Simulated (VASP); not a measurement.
Runs of VASP 6.6.1 on Ag. The structure is that of space group Pm-3m (No. 221), or close to it. The cells are those of the table. 

```csv
task,spin,cell,k mesh,cutoff (eV),gap on the mesh (eV),pressure (GPa)
single point,off,"a = 2.647 Å, 1 atom",12 × 12 × 12,520,none,0.1
single point,off,"a = 2.749 Å, 1 atom",13 × 13 × 13,520,none,-8.5
single point,off,"a = 2.647 Å, 1 atom",13 × 13 × 13,520,none,0.1
single point,off,"a = 2.537 Å, 1 atom",13 × 13 × 13,520,none,(a)
single point,off,"a = 2.716 Å, 1 atom",13 × 13 × 13,520,none,-6.4
single point,"non-collinear, zero start, SOC","a = 2.647 Å, 1 atom",12 × 12 × 12,520,-,0.0
relaxation of cell and atoms,off,"relaxed from a = 2.641 Å, 1 atom",12 × 12 × 12,600,none,0.0
```

Alike in all rows: level LDA; potentials or basis VASP PAW LDA potentials, release 64 (Ag); smearing fermi-dirac 0.1 eV.

Problem. Fill in the values left out.

Solution. (a) 19.1.

A k mesh can miss the band edges, and rows without SOC leave out spin-orbit coupling on Ag.

A gap of «none» marks levels without a gap at the run's occupations.
